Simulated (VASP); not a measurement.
A run of VASP 6.6.1 is set up as follows.

Contents of INCAR:

```
SYSTEM = In
PREC     = Accurate       ! precision mode
ENCUT    = 520            ! plane-wave cutoff, eV
EDIFF    = 1E-6           ! SCF threshold, eV
ISMEAR   = -1             ! smearing method
SIGMA    = 0.05           ! smearing width, eV
LREAL    = .FALSE.        ! projectors in reciprocal space
LASPH    = .TRUE.         ! aspherical terms in the spheres
NELM     = 60             ! most SCF steps
ALGO     = Normal         ! electronic algorithm
ISIF     = 2              ! what is computed and relaxed
LWAVE    = .FALSE.        ! write WAVECAR
LCHARG   = .FALSE.        ! write CHGCAR
GGA      = PS             ! functional
NBANDS   = 12             ! bands
```

File KPOINTS:

```
regular mesh
0
G
  10 10 10
  0 0 0
```

POSCAR

```
In
1.0
   -1.5929606000      1.5929606000      2.4737000000
    1.5929606000     -1.5929606000      2.4737000000
    1.5929606000      1.5929606000     -2.4737000000
In
1
Direct
    0.0000000000      0.0000000000      0.0000000000
```

Potentials or basis: VASP PAW PBE potentials, release 64 (In_d).

Run with:

```sh
$ cat potpaw_PBE.64/In_d/POTCAR > POTCAR
$ mpirun -np 1 vasp_std > vasp.out
```

(1) Predict the pressure.

Answers

(1) 0.8 GPa.

Caveat: the PAW data sets were made with another functional, which shifts forces and pressure a little.
